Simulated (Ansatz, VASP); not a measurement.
# Rb: VASP beside Ansatz

File INCAR:

```
SYSTEM = Rb
PREC     = Accurate       ! precision mode
ENCUT    = 520            ! plane-wave cutoff, eV
EDIFF    = 1E-6           ! SCF threshold, eV
ISMEAR   = 0              ! smearing method
SIGMA    = 0.05           ! smearing width, eV
LREAL    = .False.        ! projectors in reciprocal space
LASPH    = .True.         ! aspherical terms in the spheres
NELM     = 100            ! most SCF steps
ALGO     = Fast           ! electronic algorithm
ISIF     = 2              ! what is computed and relaxed
LWAVE    = .False.        ! write WAVECAR
LCHARG   = .False.        ! write CHGCAR
GGA      = PE             ! functional
NBANDS   = 10             ! bands
```

KPOINTS

```
regular mesh
0
Gamma
  10 10 10
  0 0 0
```

Contents of POSCAR:

```
Rb
1.0
   -2.7987217088      2.7987217088      2.7987217088
    2.7987217088     -2.7987217088      2.7987217088
    2.7987217088      2.7987217088     -2.7987217088
Rb
1
Direct
    0.0000000000      0.0000000000      0.0000000000
```

Input for Ansatz:

```yaml
crystal:
  lattice:
    - [-2.7987217088, 2.7987217088, 2.7987217088]
    - [2.7987217088, -2.7987217088, 2.7987217088]
    - [2.7987217088, 2.7987217088, -2.7987217088]
  atoms:
    - { symbol: Rb, position: [0.0, 0.0, 0.0] }
basis:
  ecutwfc: 420
  ecutrho_ratio: 4
kpoints:
  mp_grid: { grid: [10, 10, 10] }
hamiltonian:
  xc: pbe
scf:
  occupations: { method: gaussian, width: 0.05 }
output:
  forces: true
  stress: true
  eigenvalues: true
```

Alike in both runs: task single point; functional PBE; k mesh 10 × 10 × 10; occupations gaussian, width 0.05 eV; no spin polarisation.

|  | VASP | Ansatz |
| --- | --- | --- |
| version | VASP 6.6.1 | Ansatz 0.2.0 |
| potentials or method | VASP PAW PBE potentials, release 64 (Rb_sv), cutoff 520 eV | scalar-relativistic, plane waves, PAW |
| valence electrons in the cell | 9 | 9 |

|  | VASP | Ansatz | Ansatz less VASP |
| --- | --- | --- | --- |
| gap on the k mesh at the Fermi level (eV) | none | none | - |
| pressure (GPa) | 0.1 | 0.1 | 0.00 |

A gap of «none» marks a metal or a gap that the smearing closes.
